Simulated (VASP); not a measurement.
A run of VASP 6.6.1 is set up as follows.

Contents of INCAR:

```
ALGO = Normal
EDIFF = 1E-8
ENCUT = 520
GGA = PS
ISIF = 2
ISMEAR = -1
LASPH = True
LCHARG = False
LEFG = True
LREAL = False
LWAVE = False
NBANDS = 7
NELM = 60
PREC = Accurate
SIGMA = 0.03
```

The input KPOINTS:

```
k-points
0
Gamma
  23 23 23
```

The input POSCAR:

```
Be
1.0
   -1.2531209513      1.2531209513      1.2531209513
    1.2531209513     -1.2531209513      1.2531209513
    1.2531209513      1.2531209513     -1.2531209513
Be
1
Direct
    0.0000000000      0.0000000000      0.0000000000
```

Potentials or basis: VASP PAW PBE potentials, release 64 (Be).

Command:

```bash
$ cat potpaw_PBE.64/Be/POTCAR > POTCAR
$ mpirun -np 1 vasp_std > vasp.out
```

Q: What does it give for the band gap on the k mesh?

A: Zero (band 1 reaches 11.44 eV, above the bottom of band 2 at 6.59 eV).

Q: Predict the pressure.

A: -1.6 GPa.

Caveat: without QUAD_EFG the Cq values of the log hold for a quadrupole moment of 1 mb, not for the nuclei; the PAW data sets were made with another functional, which shifts forces and pressure a little.
